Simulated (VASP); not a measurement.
# PbSe (F-43m) in VASP: notebook, part 2 of 2

VASP 6.6.1.

**3. Single point, LDA**

INCAR

```
  PREC = Accurate
  ENCUT = 520
  EDIFF = 1E-7
  ISMEAR = 0
  SIGMA = 0.01
  LREAL = F
  LASPH = T
  NELM = 60
  ALGO = Normal
  ISIF = 2
  LWAVE = F
  LCHARG = F
  NBANDS = 17
```

KPOINTS

```
regular mesh
0
Gamma
  6 6 6
```

POSCAR

```
PbSe
1.0
    0.0000000000      3.4232041378      3.4232041378
    3.4232041378      0.0000000000      3.4232041378
    3.4232041378      3.4232041378      0.0000000000
Pb Se
1 1
Direct
    0.0000000000      0.0000000000      0.0000000000
    0.2500000000      0.2500000000      0.2500000000
```

Potentials or basis: VASP PAW LDA potentials, release 64 (Pb_d, Se).

On the command line:

```sh
$ cat potpaw_LDA.64/Pb_d/POTCAR potpaw_LDA.64/Se/POTCAR > POTCAR
$ mpirun -np 1 vasp_std > vasp.out
```

OUTCAR:

```text
PREC = Accurate
   ENCUT = 520
   EDIFF = 1E-7
   ISMEAR = 0
   LREAL = F
   LASPH = T
   NELM = 60
   ISIF = 2

 ion  position               nearest neighbor table
   1  0.000  0.000  0.000-   2 2.96   2 2.96   2 2.96   2 2.96
   2  0.250  0.250  0.250-   1 2.96   1 2.96   1 2.96   1 2.96

  LATTYP: Found a face centered cubic cell.
 ALAT       =     6.8464082756

  Lattice vectors:

 A1 = (   0.0000000000,   3.4232041378,   3.4232041378)
 A2 = (   3.4232041378,   0.0000000000,   3.4232041378)
 A3 = (   3.4232041378,   3.4232041378,   0.0000000000)

Analysis of symmetry for initial positions (statically):
=====================================================================
 Subroutine PRICEL returns:
 Original cell was already a primitive cell.

 Routine SETGRP: Setting up the symmetry group for a
 face centered cubic supercell.

 Subroutine GETGRP returns: Found 24 space group operations
 (whereof 24 operations were pure point group operations)
 out of a pool of 48 trial point group operations.

The static configuration has the point symmetry T_d .

Analysis of symmetry for dynamics (positions and initial velocities):
=====================================================================
 Subroutine PRICEL returns:
 Original cell was already a primitive cell.

 Routine SETGRP: Setting up the symmetry group for a
 face centered cubic supercell.

 Subroutine GETGRP returns: Found 24 space group operations
 (whereof 24 operations were pure point group operations)
 out of a pool of 48 trial point group operations.

The dynamic configuration has the point symmetry T_d .

 Subroutine INISYM returns: Found 24 space group operations
 (whereof 24 operations are pure point group operations),
 and found     1 'primitive' translations

----------------------------------------------------------------------------------------

                                     Primitive cell

  volume of cell :      80.2284

  direct lattice vectors                    reciprocal lattice vectors
     0.000000000  3.423204138  3.423204138    -0.146061988  0.146061988  0.146061988
     3.423204138  0.000000000  3.423204138     0.146061988 -0.146061988  0.146061988
     3.423204138  3.423204138  0.000000000     0.146061988  0.146061988 -0.146061988

  length of vectors
     4.841141718  4.841141718  4.841141718     0.252986783  0.252986783  0.252986783

  position of ions in fractional coordinates (direct lattice)
     0.000000000  0.000000000  0.000000000
     0.250000000  0.250000000  0.250000000

  ion indices of the primitive-cell ions
   primitive index   ion index
                 1           1
                 2           2

----------------------------------------------------------------------------------------

 KPOINTS: regular mesh

Automatic generation of k-mesh.
 Grid dimensions read from file:
 generate k-points for:    6    6    6

 Generating k-lattice:

  Cartesian coordinates                     Fractional coordinates (reciprocal lattice)
    -0.024343665  0.024343665  0.024343665     0.166666667  0.000000000  0.000000000
     0.024343665 -0.024343665  0.024343665     0.000000000  0.166666667  0.000000000
     0.024343665  0.024343665 -0.024343665     0.000000000  0.000000000  0.166666667

  Length of vectors
     0.042164464  0.042164464  0.042164464

  Shift w.r.t. Gamma in fractional coordinates (k-lattice)
     0.000000000  0.000000000  0.000000000

 Subroutine IBZKPT returns following result:
 ===========================================

 Found     16 irreducible k-points:

 Following reciprocal coordinates:
            Coordinates               Weight
  0.000000  0.000000  0.000000      1.000000
  0.166667  0.000000  0.000000      8.000000
  0.333333  0.000000  0.000000      8.000000
  0.500000  0.000000  0.000000      4.000000
  0.166667  0.166667  0.000000      6.000000
  0.333333  0.166667  0.000000     24.000000
[... 8 lines left out ...]
 -0.333333  0.333333  0.166667     24.000000
 -0.333333  0.500000  0.166667     12.000000
   k-points           NKPTS =     16   k-points in BZ     NKDIM =     16   number of bands    NBANDS=     17
   number of dos      NEDOS =    301   number of ions     NIONS =      2
   total plane-waves  NPLWV =  46656
   dimension x,y,z NGX =    36 NGY =   36 NGZ =   36
   dimension x,y,z NGXF=    72 NGYF=   72 NGZF=   72
   ions per type =               1   1
   NGX,Y,Z   is equivalent  to a cutoff of  12.36, 12.36, 12.36 a.u.
   NGXF,Y,Z  is equivalent  to a cutoff of  24.72, 24.72, 24.72 a.u.
 SYSTEM =  unknown system
   PREC   = accura    normal or accurate (medium, high low for compatibility)
   ISTART =      0    job   : 0-new  1-cont  2-samecut
   ICHARG =      2    charge: 1-file 2-atom 10-const
   ISPIN  =      1    spin polarized calculation?
   LNONCOLLINEAR =      F non collinear calculations
   LSORBIT =      F    spin-orbit coupling
   LASPH  =      T    aspherical Exc in radial PAW
   ENCUT  =  520.0 eV  38.22 Ry    6.18 a.u.   9.00  9.00  9.00*2*pi/ulx,y,z
   NELM   =     60;   NELMIN=  2; NELMDL= -5     # of ELM steps
   EDIFF  = 0.1E-06   stopping-criterion for ELM
   LREAL  =      F    real-space projection
   EDIFFG = 0.1E-05   stopping-criterion for IOM
   NSW    =      0    number of steps for IOM
   IBRION =     -1    ionic relax: 0-MD 1-quasi-New 2-CG
   NFREE  =      0    steps in history (QN), initial steepest desc. (CG)
   ISIF   =      2    stress and relaxation
   ISYM   =      2    0-nonsym 1-usesym 2-fastsym
   POTIM  = 0.5000    time-step for ionic-motion
   TEBEG  =    0.0;   TEEND  =   0.0 temperature during run
   PSTRESS=    0.0 pullay stress
   NELECT =      20.0000    total number of electrons
   NUPDOWN=      -1.0000    fix difference up-down
   EMIN   =  10.00;   EMAX   =-10.00  energy-range for DOS
   EFERMI =   0.00;   METHOD = LEGACY
   ISMEAR =     0;   SIGMA  =   0.01  broadening in eV -4-tet -1-fermi 0-gaus
   EFERMI_NEDOS =   21; number of points for ismear=-14 and -15
   IALGO  =     38    algorithm
   IMIX   =      4    mixing-type and parameters
     AMIX     =   0.40;   BMIX     =  1.00
     AMIX_MAG =   1.60;   BMIX_MAG =  1.00
  volume/ion in A,a.u.               =      40.11       270.70
  Fermi-wavevector in a.u.,A,eV,Ry     =   1.030328  1.947037 14.443606  1.061575
  Thomas-Fermi vector in A             =   2.164420
   LORBIT       =      0    0 simple, 1 ext, 2 COOP (PROOUT), +10 PAW based schemes
   GGA     = CA    functional components
   LHFCALC =     F    Hartree Fock is set to
   AEXX    =    0.0000 exact exchange contribution
   IVDW    =     0    specifies the selected vdW correction
   LEPSILON=     F    determine dielectric tensor
   LRPA    =     F    only Hartree local field effects (RPA)
 non-spin polarized calculation
 Gauss-broadening in eV      SIGMA  =   0.01
  energy-cutoff  :      520.00
  volume of cell :       80.23
 maximum number of plane-waves:      2200
   NGX = 17   NGY = 17   NGZ = 17

 number of electron      20.0000002 magnetization

 Free energy of the ion-electron system (eV)
  ---------------------------------------------------
  ext. energy  EPLUGINS =         0.00000000
  ---------------------------------------------------
  free energy    TOTEN  =        -8.81961483 eV

  energy without entropy =       -8.81961483  energy(sigma->0) =       -8.81961483

 E-fermi :   2.0844     XC(G=0):  -8.1497

 val. band max:        2.0119059966   @ k =  -0.3333   0.5000   0.1667
 cond. band min:       2.6000909629   @ k =   0.5000   0.5000   0.0000
 fundamental gap:      0.5881849662
 Fermi energy:         2.0843653927

 k-point     1 :       0.0000    0.0000    0.0000
  band No.  band energies     occupation
      1     -14.6174      2.00000
      2     -14.6174      2.00000
      3     -14.6174      2.00000
      4     -14.5829      2.00000
      5     -14.5829      2.00000
      6     -10.6860      2.00000
[... 9 lines left out ...]
     16      10.3091      0.00000
     17      10.9625      0.00000
[... 281 lines left out ...]
 k-point    16 :      -0.3333    0.5000    0.1667
  band No.  band energies     occupation
      1     -14.6573      2.00000
      2     -14.6040      2.00000
      3     -14.5983      2.00000
      4     -14.5869      2.00000
      5     -14.5787      2.00000
      6      -9.8514      2.00000
[... 9 lines left out ...]
     16      11.3466      0.00000
     17      11.4138      0.00000

------------------------ aborting loop because EDIFF is reached ----------------------------------------

  FORCE on cell =-STRESS in cart. coord.  units (eV):
  Direction    XX          YY          ZZ          XY          YZ          ZX
  --------------------------------------------------------------------------------------
  -------------------------------------------------------------------------------------
  Total       -0.9621681     -0.9621681     -0.9621681      0.0000000      0.0000000      0.0000000
  in kB      -19.2146803    -19.2146803    -19.2146803      0.0000000      0.0000000      0.0000000
  external PRESSURE =     -19.2146803 kB  Pullay stress =       0.0000000 kB

 VOLUME and BASIS-vectors are now :
 -----------------------------------------------------------------------------
  energy-cutoff  :      520.00
  volume of cell :       80.23
      direct lattice vectors                 reciprocal lattice vectors
     0.000000000  3.423204138  3.423204138    -0.146061988  0.146061988  0.146061988
     3.423204138  0.000000000  3.423204138     0.146061988 -0.146061988  0.146061988
     3.423204138  3.423204138  0.000000000     0.146061988  0.146061988 -0.146061988

 POSITION                                       TOTAL-FORCE (eV/Angst)
 -----------------------------------------------------------------------------------
      0.00000      0.00000      0.00000        -0.000000     -0.000000     -0.000000
      1.71160      1.71160      1.71160         0.000000      0.000000      0.000000
 -----------------------------------------------------------------------------------
    total drift:                               -0.000000     -0.000000     -0.000000

  FREE ENERGIE OF THE ION-ELECTRON SYSTEM (eV)
  ---------------------------------------------------
  free  energy   TOTEN  =        -8.8196148288 eV

  energy  without entropy=       -8.8196148288  energy(sigma->0) =       -8.81961483
```

Wall time 10 s (1 thread of AMD EPYC 9R45 (Zen 5), shared host); peak memory 0.15 GiB.

Results:

```yaml
Free_energy: -8.8196 eV
Pressure: -1.9 GPa
Band_gap_on_the_k_mesh: 0.59 eV (least direct gap 1.01 eV)
```

Caveat: the structure was generated, so it needn't be the stable form of PbSe; spin-orbit coupling is left out, which moves the levels of the heavy elements. A k mesh can miss the band edges.

**4. Single point, r2SCAN**

POSCAR is that of step 3.

INCAR.step1

```
  ALGO = Normal
  EDIFF = 1E-4
  ENCUT = 520
  GGA = PE
  ISMEAR = -1
  LASPH = True
  LCHARG = False
  LREAL = False
  LWAVE = True
  NBANDS = 17
  NELM = 80
  PREC = Accurate
  SIGMA = 0.02
```

INCAR.step2

```
  ALGO = Normal
  EDIFF = 1E-6
  ENCUT = 520
  ISIF = 2
  ISMEAR = -1
  ISTART = 1
  LASPH = True
  LCHARG = False
  LMIXTAU = True
  LREAL = False
  LWAVE = False
  METAGGA = R2SCAN
  NBANDS = 17
  NELM = 80
  PREC = Accurate
  SIGMA = 0.02
```

KPOINTS

```
k-points
0
Gamma
  6 6 6
```

Potentials or basis: VASP PAW PBE potentials, release 64 (Pb_d, Se).

On the command line:

```sh
$ cat potpaw_PBE.64/Pb_d/POTCAR potpaw_PBE.64/Se/POTCAR > POTCAR
$ cp INCAR.step1 INCAR
$ mpirun -np 1 vasp_std > vasp.out
$ cp INCAR.step2 INCAR
$ mpirun -np 1 vasp_std > vasp.out
```

It took 48 s on 1 thread of AMD EPYC 9R45 (Zen 5), shared host; peak memory 0.19 GiB.

Results (log left out):

| Quantity | Value |
| --- | --- |
| Free energy | -71.4484 eV |
| Pressure | 0.0 GPa |
| Band gap on the k mesh | 0.93 eV (least direct gap 1.34 eV) |

Levels at points of the mesh, in eV from the valence-band top:
| k point | band 8 | band 9 | band 10 | band 11 | band 12 | band 13 |
| --- | --- | --- | --- | --- | --- | --- |
| (0.00, 0.00, 0.00) | -1.61 | -1.61 | -1.61 | 2.48 | 2.48 | 2.48 |
| (0.50, 0.00, 0.00) | -2.14 | -2.14 | -1.90 | 3.26 | 3.26 | 4.02 |
| (0.50, 0.50, 0.00) | -2.85 | -2.85 | -0.41 | 0.93 | 5.33 | 5.33 |

Caveat: the structure was generated, so it needn't be the stable form of PbSe; the PAW data sets were made with another functional, which shifts forces and pressure a little; spin-orbit coupling is left out, which moves the levels of the heavy elements.

**5. Summary**

| level | potentials or basis | smearing | gap on the mesh (eV) | pressure (GPa) |
| --- | --- | --- | --- | --- |
| PBE | VASP PAW PBE potentials, release 64 (Pb_d, Se) | fermi-dirac 0.02 eV | 0.75 | 0.7 |
| LDA | VASP PAW LDA potentials, release 64 (Pb_d, Se) | gaussian 0.01 eV | 0.59 | -1.9 |
| r2SCAN | VASP PAW PBE potentials, release 64 (Pb_d, Se) | fermi-dirac 0.02 eV | 0.93 | 0.0 |

Alike in all rows: task single point; no spin polarisation; cell a = 4.841 Å, angles 60.0°, 2 atoms; k mesh 6 × 6 × 6; cutoff (eV) 520.

Caveats: the structure was generated, so it needn't be the stable form of PbSe; spin-orbit coupling is left out, which moves the levels of the heavy elements; the PAW data sets were made with another functional, which shifts forces and pressure a little (at least some runs).

Absolute energies hang on the potentials; compare differences alone.
